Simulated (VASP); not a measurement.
Write the native input for VASP 6.6.1 that does the following.

```yaml
Task: single point
Functional: r2SCAN
Potentials_or_basis: VASP PAW PBE potentials, release 64 (N, B)
Cutoff: 520 eV
k_mesh: 12 × 12 × 4
Occupations: fermi-dirac, width 0.05 eV
Spin: no spin polarisation
Dipole_correction: no
Further_INCAR_settings: ALGO = Normal; EDIFF = 1e-06; NBANDS = 16
```

The system is BN.

```
N B
1.0
     2.49824    0.00000    0.00000
    -1.24912    2.16354    0.00000
     0.00000    0.00000    6.63570
N B
2 2
Direct
  0.66667 0.33333 0.25000
  0.33333 0.66667 0.75000
  0.66667 0.33333 0.75000
  0.33333 0.66667 0.25000
```

The input as run:

POSCAR

```
BN
1.0
    2.4982400000      0.0000000000      0.0000000000
   -1.2491200000      2.1635393048      0.0000000000
    0.0000000000      0.0000000000      6.6357000000
N B
2 2
Direct
    0.6666666667      0.3333333333      0.2500000000
    0.3333333333      0.6666666667      0.7500000000
    0.6666666667      0.3333333333      0.7500000000
    0.3333333333      0.6666666667      0.2500000000
```

INCAR.step1

```
PREC     = Accurate       # precision mode
ENCUT    = 520            # plane-wave cutoff, eV
ISMEAR   = -1             # smearing method
SIGMA    = 0.05           # smearing width, eV
LREAL    = F              # projectors in reciprocal space
LASPH    = T              # aspherical terms in the spheres
NELM     = 80             # most SCF steps
NBANDS   = 16             # bands
GGA      = PE             # functional
ALGO     = Normal         # electronic algorithm
EDIFF    = 1E-4           # SCF threshold, eV
LWAVE    = T              # write WAVECAR
LCHARG   = F              # write CHGCAR
```

INCAR.step2

```
PREC     = Accurate       # precision mode
ENCUT    = 520            # plane-wave cutoff, eV
EDIFF    = 1E-6           # SCF threshold, eV
ISMEAR   = -1             # smearing method
SIGMA    = 0.05           # smearing width, eV
LREAL    = F              # projectors in reciprocal space
LASPH    = T              # aspherical terms in the spheres
NELM     = 80             # most SCF steps
ALGO     = Normal         # electronic algorithm
ISIF     = 2              # what is computed and relaxed
LWAVE    = F              # write WAVECAR
LCHARG   = F              # write CHGCAR
METAGGA  = R2SCAN         # meta-GGA
LMIXTAU  = T            
NBANDS   = 16             # bands
ISTART   = 1
```

KPOINTS

```
Automatic mesh
0
Gamma
  12 12 4
```

Potentials or basis: VASP PAW PBE potentials, release 64 (N, B).

Command:

```bash
$ cat potpaw_PBE.64/N/POTCAR potpaw_PBE.64/B/POTCAR > POTCAR
$ cp INCAR.step1 INCAR
$ mpirun -np 1 vasp_std > vasp.out
$ cp INCAR.step2 INCAR
$ mpirun -np 1 vasp_std > vasp.out
```

It gave:

```json
{
  "Pressure": "1.5 GPa",
  "Band gap on the k mesh": "4.89 eV, indirect (least direct gap 5.32 eV)"
}
```

Caveat: the PAW data sets were made with another functional, which shifts forces and pressure a little.

Wall time 110 s on 1 thread of Intel(R) Xeon(R) Platinum 8259CL CPU @ 2.50GHz (Skylake/Cascade Lake), on a shared host, peak memory 0.17 GiB.
